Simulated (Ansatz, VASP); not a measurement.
## Ti: VASP beside Ansatz

Contents of INCAR:

```
PREC = Accurate
ENCUT = 600
EDIFF = 1E-6
ISMEAR = -1
SIGMA = 0.1
LREAL = False
LASPH = True
NELM = 60
ALGO = Normal
ISIF = 3
LWAVE = False
LCHARG = False
GGA = PE
IBRION = 2
NSW = 80
EDIFFG = -0.01
```

KPOINTS

```
Automatic mesh
0
Gamma
  8 8 11
```

File POSCAR:

```
Ti
1.0
    4.6382998794      0.0000000000      0.0000000000
   -2.3191499397      4.0168855259      0.0000000000
    0.0000000000      0.0000000000      2.8432778261
Ti
3
Direct
    0.0000000000      0.0000000000      0.0000000000
    0.3333333333      0.6666666667      0.5000000000
    0.6666666667      0.3333333333      0.5000000000
```

Input for Ansatz:

```yaml
crystal:
  lattice:
    - [4.6382998794, 0.0, 0.0]
    - [-2.3191499397, 4.0168855259, 0.0]
    - [0.0, 0.0, 2.8432778261]
  atoms:
    - { symbol: Ti, position: [0.0, 0.0, 0.0] }
    - { symbol: Ti, position: [0.3333333333, 0.6666666667, 0.5] }
    - { symbol: Ti, position: [0.6666666667, 0.3333333333, 0.5] }
hamiltonian:
  xc: pbe
  pseudopotentials:
    kind: paw
    azcp:
      Ti: "pseudopotentials/Ti.paw.azcp"
basis:
  ecutwfc: 420
  fft_grid_basis: typed
kpoints:
  mp_grid: { grid: [8, 8, 11], shift: [0, 0, 0] }
magnetization:
  spin_polarized: false
scf:
  occupations: { method: fermi_dirac, width: 0.1 }
relax:
  max_steps: 60
  f_tol: 0.01
  cell: {}
output:
  write_density: true
  write_potential: true
  elf: true
  volumetric_format: npy
```

Alike in both runs: task relaxation of cell and atoms; functional PBE; k mesh 8 × 8 × 11; occupations fermi-dirac, width 0.1 eV; no spin polarisation.

|  | VASP | Ansatz |
| --- | --- | --- |
| version | VASP 6.6.1 | Ansatz 0.2.0 |
| potentials or method | VASP PAW PBE potentials, release 64 (Ti_sv), cutoff 600 eV | plane waves (420 eV) with PAW, scalar-relativistic |
| valence electrons in the cell | 36 | 36 |

|  | VASP | Ansatz | Ansatz less VASP |
| --- | --- | --- | --- |
| relaxed volume (Å³/atom) | 17.12 | 17.16 | +0.038 |
| relaxed length of the cell vector where the two differ most in proportion (Å) | 2.829 | 2.832 | +0.0026 |
